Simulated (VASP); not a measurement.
Runs of VASP 6.6.1 on KCl. The structure is that of space group Pm-3m (No. 221), or close to it. The cells are those of the table. 

```csv
task,cell,cutoff (eV),smearing,gap on the mesh (eV),pressure (GPa),relaxed volume (Å³/atom)
relaxation of cell and atoms,"relaxed from a = 3.770 Å, 2 atoms",600,gaussian 0.02 eV,5.81,0.0,-
single point,"a = 3.634 Å, 2 atoms",520,gaussian 0.1 eV,(a),3.3,-
relaxation of cell and atoms,"relaxed from a = 3.634 Å, 2 atoms",600,gaussian 0.02 eV,5.81,0.0,26.81
relaxation of cell and atoms,"relaxed from a = 3.770 Å, 2 atoms",600,gaussian 0.01 eV,5.81,0.0,26.82
single point,"a = 3.770 Å, 2 atoms",520,gaussian 0.01 eV,5.81,0.0,-
```

Alike in all rows: level r2SCAN; potentials or basis VASP PAW PBE potentials, release 64 (K_sv, Cl); no spin polarisation; k mesh 6 × 6 × 6.

**Question.** Estimate the missing entries.

**Answer.** (a) 6.40.

Caveats: the PAW data sets were made with another functional, which shifts forces and pressure a little; the relaxation stopped at its first step, so nothing moved (some runs); the volume moved by +12 % from the deposited cell, more than functionals usually miss (some runs).

A k mesh can miss the band edges.
